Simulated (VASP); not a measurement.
Here is a VASP 6.6.1 calculation.

INCAR

```
PREC     = Accurate       # precision mode
ENCUT    = 520            # plane-wave cutoff, eV
EDIFF    = 1E-6           # SCF threshold, eV
ISMEAR   = 0              # smearing method
SIGMA    = 0.1            # smearing width, eV
LREAL    = F              # projectors in reciprocal space
LASPH    = T              # aspherical terms in the spheres
NELM     = 100            # most SCF steps
ALGO     = Normal         # electronic algorithm
ISIF     = 2              # what is computed and relaxed
LWAVE    = F              # write WAVECAR
LCHARG   = F              # write CHGCAR
LDIPOL   = T            
IDIPOL   = 3            
DIPOL    = 0.5 0.5 0.318
GGA      = PE             # functional
NBANDS   = 82             # bands
```

The input KPOINTS:

```
Automatic mesh
0
Gamma
  5 5 1
```

The input POSCAR:

```
Cu12Cl
1.0
    5.1319544654      0.0000000000      0.0000000000
    0.0000000000      5.1319544654      0.0000000000
    0.0000000000      0.0000000000     19.0279314150
Cu Cl
12 1
Direct
    0.2500000000      0.2500000000      0.2102172807
    0.2500000000      0.7500000000      0.2102172807
    0.7500000000      0.2500000000      0.2102172807
    0.7500000000      0.7500000000      0.2102172807
    0.0000000000      0.0000000000      0.3029241254
    0.0000000000      0.5000000000      0.3029241254
    0.5000000000      0.0000000000      0.3029241254
    0.5000000000      0.5000000000      0.3029241254
    0.2500000000      0.2500000000      0.3956253179
    0.2500000000      0.7500000000      0.3956253179
    0.7500000000      0.2500000000      0.3956253179
    0.7500000000      0.7500000000      0.3956253179
    0.3333333333      0.4166666667      0.4993928016
```

Potentials or basis: VASP PAW PBE potentials, release 64 (Cu, Cl).

The run is started by

```console
$ cat potpaw_PBE.64/Cu/POTCAR potpaw_PBE.64/Cl/POTCAR > POTCAR
$ mpirun -np 1 vasp_std > vasp.out
```

Estimate the band gap on the k mesh.

zero (an odd number of electrons rules out a gap without spin polarisation).

What does it give for the largest force?

0.428 eV/Å.

Forces in eV/Å, atoms in the order of the input:
```
Cu   0.021  0.039 -0.050
Cu   0.016 -0.038 -0.067
Cu  -0.021  0.025 -0.076
Cu  -0.016 -0.025 -0.093
Cu   0.126  0.042  0.122
Cu  -0.073 -0.033 -0.110
Cu  -0.110 -0.022 -0.022
Cu   0.069  0.021 -0.204
Cu  -0.161 -0.354  0.090
Cu   0.003 -0.086  0.419
Cu  -0.030 -0.084  0.074
Cu   0.040  0.113 -0.111
Cl   0.135  0.405  0.030
```

With open d or f shells a metallic result of PBE can be an artefact of self-interaction; +U or a hybrid may open a gap.
